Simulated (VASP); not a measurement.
A run of VASP 6.6.1 is set up as follows.

Contents of POSCAR:

```
ZnS
1.0
    3.7290117534      0.0000000000      0.0000000000
   -1.8645058767      3.2294189094      0.0000000000
    0.0000000000      0.0000000000      6.1182355036
Zn S
2 2
Direct
    0.3333333333      0.6666666667      0.0053880705
    0.6666666667      0.3333333333      0.5053880705
    0.3333333333      0.6666666667      0.3796119295
    0.6666666667      0.3333333333      0.8796119295
```

The input INCAR.step1:

```
SYSTEM = ZnS
PREC     = Accurate       ! precision mode
ENCUT    = 600            ! plane-wave cutoff, eV
ISMEAR   = 0              ! smearing method
SIGMA    = 0.02           ! smearing width, eV
LREAL    = .False.        ! projectors in reciprocal space
LASPH    = .True.         ! aspherical terms in the spheres
NELM     = 100            ! most SCF steps
GGA      = PE             ! functional
ALGO     = Normal         ! electronic algorithm
EDIFF    = 1E-4           ! SCF threshold, eV
LWAVE    = .True.         ! write WAVECAR
LCHARG   = .False.        ! write CHGCAR
```

File INCAR.step2:

```
SYSTEM = ZnS
PREC     = Accurate       ! precision mode
ENCUT    = 600            ! plane-wave cutoff, eV
EDIFF    = 1E-7           ! SCF threshold, eV
ISMEAR   = 0              ! smearing method
SIGMA    = 0.02           ! smearing width, eV
LREAL    = .False.        ! projectors in reciprocal space
LASPH    = .True.         ! aspherical terms in the spheres
NELM     = 100            ! most SCF steps
ALGO     = Normal         ! electronic algorithm
ISIF     = 4              ! what is computed and relaxed
LWAVE    = .False.        ! write WAVECAR
LCHARG   = .False.        ! write CHGCAR
METAGGA  = R2SCAN         ! meta-GGA
LMIXTAU  = .True.       
IBRION   = 2              ! ionic algorithm
NSW      = 50             ! ionic steps
EDIFFG   = -0.01          ! ionic threshold
ISTART   = 1
```

The input KPOINTS:

```
regular mesh
0
Gamma
  6 6 4
  0 0 0
```

Potentials or basis: VASP PAW PBE potentials, release 64 (Zn, S).

Launch:

```console
$ cat potpaw_PBE.64/Zn/POTCAR potpaw_PBE.64/S/POTCAR > POTCAR
$ cp INCAR.step1 INCAR
$ mpirun -np 1 vasp_std > vasp.out
$ cp INCAR.step2 INCAR
$ mpirun -np 1 vasp_std > vasp.out
```

Problem. Estimate the band gap on the k mesh.

Solution. 3.08 eV.

Forces in eV/Å, atoms in the order of the input:
```
Zn   0.000  0.000  0.005
Zn   0.000  0.000  0.005
S    0.000  0.000 -0.005
S    0.000  0.000 -0.005
```

Caveat: the PAW data sets were made with another functional, which shifts forces and pressure a little.
